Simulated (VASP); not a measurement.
# B3As (Pm-3m) in VASP: further runs

Runs on B3As. Level: PBE. Tasks: single point, relaxation of cell and atoms.

Everything below comes from runs of VASP 6.6.1. Logs are shortened: lines on timing, memory, paths and dates and some standing lists are left out, and cuts for length are marked.

### 1 The cell of the first run

The structure is cubic, space group Pm-3m (No. 221). Conventional cell: a = 3.378 Å, b = 3.378 Å, c = 3.378 Å, α = 90.00°, β = 90.00°, γ = 90.00°. Within 3.2 Å of B (site symmetry 4/mmm) lie 8 B at 2.39 Å and 4 As at 2.39 Å. As (site symmetry m-3m) has 12 B at 2.39 Å within 3.2 Å.

### 2 Single point, PBE

INCAR

```
PREC = Accurate
ENCUT = 520
EDIFF = 1E-6
ISMEAR = 0
SIGMA = 0.1
LREAL = F
LASPH = T
NELM = 60
ALGO = Normal
ISIF = 2
LWAVE = F
LCHARG = T
GGA = PE
LELF = T
LVHAR = T
NBANDS = 15
```

KPOINTS

```
regular mesh
0
Gamma
  6 6 6
```

POSCAR

```
B3As
1.0
    3.3775079095      0.0000000000      0.0000000000
    0.0000000000      3.3775079095      0.0000000000
    0.0000000000      0.0000000000      3.3775079095
B As
3 1
Direct
    0.0000000000      0.5000000000      0.5000000000
    0.5000000000      0.0000000000      0.5000000000
    0.5000000000      0.5000000000      0.0000000000
    0.0000000000      0.0000000000      0.0000000000
```

Potentials or basis: VASP PAW PBE potentials, release 64 (B, As).

On the command line:

```sh
$ cat potpaw_PBE.64/B/POTCAR potpaw_PBE.64/As/POTCAR > POTCAR
$ mpirun -np 1 vasp_std > vasp.out
```

OUTCAR:

```text
PREC = Accurate
   ENCUT = 520
   EDIFF = 1E-6
   ISMEAR = 0
   LREAL = F
   LASPH = T
   NELM = 60
   ISIF = 2
   GGA = PE

 ion  position               nearest neighbor table
   1  0.000  0.500  0.500-   4 2.39   4 2.39   4 2.39   4 2.39
   2  0.500  0.000  0.500-   4 2.39   4 2.39   4 2.39   4 2.39
   3  0.500  0.500  0.000-   4 2.39   4 2.39   4 2.39   4 2.39
   4  0.000  0.000  0.000-   1 2.39   2 2.39   3 2.39   1 2.39   2 2.39   1 2.39   3 2.39   1 2.39
                             2 2.39   3 2.39   2 2.39   3 2.39

  LATTYP: Found a simple cubic cell.
 ALAT       =     3.3775079095

  Lattice vectors:

 A1 = (   3.3775079095,   0.0000000000,   0.0000000000)
 A2 = (   0.0000000000,   3.3775079095,   0.0000000000)
 A3 = (   0.0000000000,   0.0000000000,   3.3775079095)

Analysis of symmetry for initial positions (statically):
=====================================================================
 Subroutine PRICEL returns:
 Original cell was already a primitive cell.

 Routine SETGRP: Setting up the symmetry group for a
 simple cubic supercell.

 Subroutine GETGRP returns: Found 48 space group operations
 (whereof 48 operations were pure point group operations)
 out of a pool of 48 trial point group operations.

The static configuration has the point symmetry O_h .

Analysis of symmetry for dynamics (positions and initial velocities):
=====================================================================
 Subroutine PRICEL returns:
 Original cell was already a primitive cell.

 Routine SETGRP: Setting up the symmetry group for a
 simple cubic supercell.

 Subroutine GETGRP returns: Found 48 space group operations
 (whereof 48 operations were pure point group operations)
 out of a pool of 48 trial point group operations.

The dynamic configuration has the point symmetry O_h .

 Subroutine INISYM returns: Found 48 space group operations
 (whereof 48 operations are pure point group operations),
 and found     1 'primitive' translations

----------------------------------------------------------------------------------------

                                     Primitive cell

  volume of cell :      38.5291

  direct lattice vectors                    reciprocal lattice vectors
     3.377507909  0.000000000  0.000000000     0.296076287  0.000000000  0.000000000
     0.000000000  3.377507909  0.000000000     0.000000000  0.296076287  0.000000000
     0.000000000  0.000000000  3.377507909     0.000000000  0.000000000  0.296076287

  length of vectors
     3.377507909  3.377507909  3.377507909     0.296076287  0.296076287  0.296076287

  position of ions in fractional coordinates (direct lattice)
     0.000000000  0.500000000  0.500000000
     0.500000000  0.000000000  0.500000000
     0.500000000  0.500000000  0.000000000
     0.000000000  0.000000000  0.000000000

  ion indices of the primitive-cell ions
   primitive index   ion index
                 1           1
                 2           2
                 3           3
                 4           4

----------------------------------------------------------------------------------------

 KPOINTS: regular mesh

Automatic generation of k-mesh.
 Grid dimensions read from file:
 generate k-points for:    6    6    6

 Generating k-lattice:

  Cartesian coordinates                     Fractional coordinates (reciprocal lattice)
     0.049346048  0.000000000  0.000000000     0.166666667  0.000000000  0.000000000
     0.000000000  0.049346048  0.000000000     0.000000000  0.166666667  0.000000000
     0.000000000  0.000000000  0.049346048     0.000000000  0.000000000  0.166666667

  Length of vectors
     0.049346048  0.049346048  0.049346048

  Shift w.r.t. Gamma in fractional coordinates (k-lattice)
     0.000000000  0.000000000  0.000000000

 Subroutine IBZKPT returns following result:
 ===========================================

 Found     20 irreducible k-points:

 Following reciprocal coordinates:
            Coordinates               Weight
  0.000000  0.000000  0.000000      1.000000
  0.166667  0.000000  0.000000      6.000000
  0.333333  0.000000  0.000000      6.000000
  0.500000  0.000000  0.000000      3.000000
  0.166667  0.166667  0.000000     12.000000
  0.333333  0.166667  0.000000     24.000000
[... 12 lines left out ...]
  0.500000  0.500000  0.333333      6.000000
  0.500000  0.500000  0.500000      1.000000
   k-points           NKPTS =     20   k-points in BZ     NKDIM =     20   number of bands    NBANDS=     15
   number of dos      NEDOS =    301   number of ions     NIONS =      4
   total plane-waves  NPLWV =  21952
   dimension x,y,z NGX =    28 NGY =   28 NGZ =   28
   dimension x,y,z NGXF=    56 NGYF=   56 NGZF=   56
   ions per type =               3   1
   NGX,Y,Z   is equivalent  to a cutoff of  13.78, 13.78, 13.78 a.u.
   NGXF,Y,Z  is equivalent  to a cutoff of  27.56, 27.56, 27.56 a.u.
 SYSTEM =  unknown system
   PREC   = accura    normal or accurate (medium, high low for compatibility)
   ISTART =      0    job   : 0-new  1-cont  2-samecut
   ICHARG =      2    charge: 1-file 2-atom 10-const
   ISPIN  =      1    spin polarized calculation?
   LNONCOLLINEAR =      F non collinear calculations
   LSORBIT =      F    spin-orbit coupling
   LASPH  =      T    aspherical Exc in radial PAW
   ENCUT  =  520.0 eV  38.22 Ry    6.18 a.u.   6.28  6.28  6.28*2*pi/ulx,y,z
   NELM   =     60;   NELMIN=  2; NELMDL= -5     # of ELM steps
   EDIFF  = 0.1E-05   stopping-criterion for ELM
   LREAL  =      F    real-space projection
   EDIFFG = 0.1E-04   stopping-criterion for IOM
   NSW    =      0    number of steps for IOM
   IBRION =     -1    ionic relax: 0-MD 1-quasi-New 2-CG
   NFREE  =      0    steps in history (QN), initial steepest desc. (CG)
   ISIF   =      2    stress and relaxation
   ISYM   =      2    0-nonsym 1-usesym 2-fastsym
   POTIM  = 0.5000    time-step for ionic-motion
   TEBEG  =    0.0;   TEEND  =   0.0 temperature during run
   PSTRESS=    0.0 pullay stress
   NELECT =      14.0000    total number of electrons
   NUPDOWN=      -1.0000    fix difference up-down
   EMIN   =  10.00;   EMAX   =-10.00  energy-range for DOS
   EFERMI =   0.00;   METHOD = LEGACY
   ISMEAR =     0;   SIGMA  =   0.10  broadening in eV -4-tet -1-fermi 0-gaus
   EFERMI_NEDOS =   21; number of points for ismear=-14 and -15
   IALGO  =     38    algorithm
   IMIX   =      4    mixing-type and parameters
     AMIX     =   0.40;   BMIX     =  1.00
     AMIX_MAG =   1.60;   BMIX_MAG =  1.00
  volume/ion in A,a.u.               =       9.63        65.00
  Fermi-wavevector in a.u.,A,eV,Ry     =   1.168211  2.207598 18.568088  1.364716
  Thomas-Fermi vector in A             =   2.304700
   LORBIT       =      0    0 simple, 1 ext, 2 COOP (PROOUT), +10 PAW based schemes
   GGA     = PE    functional components
   LHFCALC =     F    Hartree Fock is set to
   AEXX    =    0.0000 exact exchange contribution
   IVDW    =     0    specifies the selected vdW correction
   LEPSILON=     F    determine dielectric tensor
   LRPA    =     F    only Hartree local field effects (RPA)
 non-spin polarized calculation
 Gauss-broadening in eV      SIGMA  =   0.10
  energy-cutoff  :      520.00
  volume of cell :       38.53
 maximum number of plane-waves:      1064
 NGX is ok and might be reduce to    28
   NGX = 13   NGY = 13   NGZ = 13

 number of electron      14.0000002 magnetization

 Free energy of the ion-electron system (eV)
  ---------------------------------------------------
  ext. energy  EPLUGINS =         0.00000000
  ---------------------------------------------------
  free energy    TOTEN  =       -16.81739540 eV

  energy without entropy =      -16.80848839  energy(sigma->0) =      -16.81294190

 E-fermi :   8.0977     XC(G=0): -11.8674

 val. band max:        8.0846263021   @ k =   0.5000   0.1667   0.0000
 cond. band min:       8.1503663861   @ k =   0.5000   0.5000   0.0000
 fundamental gap:      0.0657400840
 Fermi energy:         8.0977496600

 k-point     1 :       0.0000    0.0000    0.0000
  band No.  band energies     occupation
      1      -8.7631      2.00000
      2       2.1115      2.00000
      3       2.1115      2.00000
      4       2.1115      2.00000
      5       3.9011      2.00000
      6       5.4932      2.00000
      7       5.4932      2.00000
      8      11.2953      0.00000
      9      11.2953      0.00000
     10      11.2953      0.00000
     11      12.2815      0.00000
     12      12.2815      0.00000
     13      12.2815      0.00000
     14      18.9653      0.00000
     15      18.9653      0.00000

 k-point     2 :       0.1667    0.0000    0.0000
  band No.  band energies     occupation
      1      -8.4562      2.00000
      2      -0.2848      2.00000
      3       2.4619      2.00000
      4       2.4619      2.00000
      5       4.6629      2.00000
      6       5.7243      2.00000
      7       7.8664      1.99893
      8      10.1236      0.00000
      9      10.1236      0.00000
     10      10.5229      0.00000
     11      11.2403      0.00000
     12      12.1767      0.00000
     13      12.1767      0.00000
     14      18.1209      0.00000
     15      18.1209      0.00000

 k-point     3 :       0.3333    0.0000    0.0000
  band No.  band energies     occupation
      1      -7.5895      2.00000
      2      -2.9852      2.00000
      3       3.4945      2.00000
      4       3.4945      2.00000
      5       5.4758      2.00000
      6       6.4100      2.00000
      7       7.5998      2.00000
      8       7.5998      2.00000
      9       9.0021      0.00000
     10       9.3128      0.00000
     11      11.8014      0.00000
     12      12.9983      0.00000
     13      12.9983      0.00000
     14      16.3450      0.00000
     15      16.3450      0.00000

 k-point     4 :       0.5000    0.0000    0.0000
  band No.  band energies     occupation
      1      -6.7713      2.00000
      2      -4.4355      2.00000
      3       4.8268      2.00000
      4       4.8268      2.00000
      5       5.6920      2.00000
      6       5.6920      2.00000
      7       6.1891      2.00000
      8       7.4039      2.00000
      9       7.6655      2.00000
     10       8.1603      0.37608
     11      14.0981      0.00000
     12      14.0981      0.00000
     13      14.5913      0.00000
     14      14.8599      0.00000
     15      14.8599      0.00000
[... 235 lines left out ...]
 k-point    18 :       0.5000    0.3333    0.3333
  band No.  band energies     occupation
      1      -4.3727      2.00000
      2      -2.0121      2.00000
      3       0.4626      2.00000
      4       0.5738      2.00000
      5       1.4237      2.00000
      6       2.5167      2.00000
      7       4.8280      2.00000
      8       5.6769      2.00000
      9      13.8661      0.00000
     10      14.2997      0.00000
     11      14.5256      0.00000
     12      15.3913      0.00000
     13      15.5242      0.00000
     14      16.3464      0.00000
     15      17.1406      0.00000

 k-point    19 :       0.5000    0.5000    0.3333
  band No.  band energies     occupation
      1      -3.5311      2.00000
      2      -0.9967      2.00000
      3      -0.9967      2.00000
      4       0.2296      2.00000
      5       1.3985      2.00000
      6       3.3478      2.00000
      7       3.3478      2.00000
      8       3.8834      2.00000
      9      14.8353      0.00000
     10      14.8353      0.00000
     11      15.3574      0.00000
     12      15.6095      0.00000
     13      16.2910      0.00000
     14      16.5177      0.00000
     15      18.0111      0.00000

 k-point    20 :       0.5000    0.5000    0.5000
  band No.  band energies     occupation
      1      -2.6040      2.00000
      2      -0.2366      2.00000
      3      -0.2366      2.00000
      4      -0.2366      2.00000
      5       1.5252      2.00000
      6       2.0131      2.00000
      7       2.0131      2.00000
      8       2.0131      2.00000
      9      15.7141      0.00000
     10      15.7141      0.00000
     11      15.7141      0.00000
     12      16.3830      0.00000
     13      16.3830      0.00000
     14      18.4849      0.00000
     15      18.4849      0.00000

------------------------ aborting loop because EDIFF is reached ----------------------------------------

  FORCE on cell =-STRESS in cart. coord.  units (eV):
  Direction    XX          YY          ZZ          XY          YZ          ZX
  --------------------------------------------------------------------------------------
  -------------------------------------------------------------------------------------
  Total        0.0617202      0.0617202      0.0617202     -0.0000000     -0.0000000      0.0000000
  in kB        2.5665460      2.5665460      2.5665460     -0.0000000     -0.0000000      0.0000000
  external PRESSURE =       2.5665460 kB  Pullay stress =       0.0000000 kB

 VOLUME and BASIS-vectors are now :
 -----------------------------------------------------------------------------
  energy-cutoff  :      520.00
  volume of cell :       38.53
      direct lattice vectors                 reciprocal lattice vectors
     3.377507909  0.000000000  0.000000000     0.296076287  0.000000000  0.000000000
     0.000000000  3.377507909  0.000000000     0.000000000  0.296076287  0.000000000
     0.000000000  0.000000000  3.377507909     0.000000000  0.000000000  0.296076287

 POSITION                                       TOTAL-FORCE (eV/Angst)
 -----------------------------------------------------------------------------------
      0.00000      1.68875      1.68875         0.000000      0.000000      0.000000
      1.68875      0.00000      1.68875         0.000000      0.000000      0.000000
      1.68875      1.68875      0.00000         0.000000      0.000000      0.000000
      0.00000      0.00000      0.00000         0.000000      0.000000      0.000000
 -----------------------------------------------------------------------------------
    total drift:                                0.000000      0.000000      0.000000

  FREE ENERGIE OF THE ION-ELECTRON SYSTEM (eV)
  ---------------------------------------------------
  free  energy   TOTEN  =       -16.8173953983 eV

  energy  without entropy=      -16.8084883945  energy(sigma->0) =      -16.81294190
```

Run time: 20 s. Hardware: 1 thread of Intel Xeon Platinum 8375C at 2.90GHz (Ice Lake), shared host; peak memory 0.15 GiB.

Results:

* Free energy: -16.8174 eV
* Pressure: 0.3 GPa
* Band gap on the k mesh: zero (band 7 reaches 9.43 eV, above the bottom of band 8 at 2.01 eV)

(Continued in part 2 of 2.)
